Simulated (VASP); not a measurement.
NbSnTe4:

```
Nb Sn Te
1.0
     5.19949    0.00000    0.00000
     0.00000    5.19949    0.00000
     0.00000    0.00000    8.88106
Nb Sn Te
1 1 4
Direct
  0.00000 0.00000 0.00000
  0.50000 0.50000 0.50000
  0.50000 0.00000 0.00000
  0.00000 0.50000 0.00000
  0.00000 0.00000 0.32480
  0.00000 0.00000 0.67520
```

The cell was built from a structure type or drawn by symmetry, and may not be a known phase.

```yaml
Program: VASP 6.6.1
Task: relaxation of cell and atoms
Functional: PBE
Potentials_or_basis: VASP PAW PBE potentials, release 64 (Nb_sv, Sn_d, Te)
Cutoff: 600 eV
k_mesh: 8 × 8 × 4
Occupations: gaussian, width 0.1 eV
Spin: no spin polarisation
```

At the start: pressure 0.2 GPa; volume 40.02 Å³/atom.

Problem. How do energy, volume and symmetry change on relaxing?

Solution. Over 7 steps the energy falls by 2.3 meV/atom and the volume is 40.43 Å³/atom (+1.0 %); space group P4/mmm (No. 123, to 0.1 Å) before and after.

Step by step:
| step | energy change (eV) | largest force (eV/Å) | pressure (GPa) | volume (Å³) |
| --- | --- | --- | --- | --- |
| 1 | 0.0000 | 0.2344 | 0.19 | 240.10 |
| 2 | -0.0092 | 0.1723 | 0.02 | 241.72 |
| 3 | -0.0109 | 0.1383 | -0.09 | 242.78 |
| 4 | -0.0133 | 0.0555 | 0.02 | 242.33 |
| 5 | -0.0137 | 0.0084 | 0.08 | 242.09 |
| 6 | -0.0138 | 0.0005 | -0.05 | 242.94 |
| 7 | -0.0139 | 0.0036 | 0.00 | 242.60 |

Final structure:
```
Nb Sn Te
1.0
     5.19751    0.00000    0.00000
     0.00000    5.19751    0.00000
     0.00000    0.00000    8.98064
Nb Sn Te
1 1 4
Direct
  0.00000 0.00000 0.00000
  0.50000 0.50000 0.50000
  0.50000 0.00000 0.00000
  0.00000 0.50000 0.00000
  0.00000 0.00000 0.32070
  0.00000 0.00000 0.67930
```
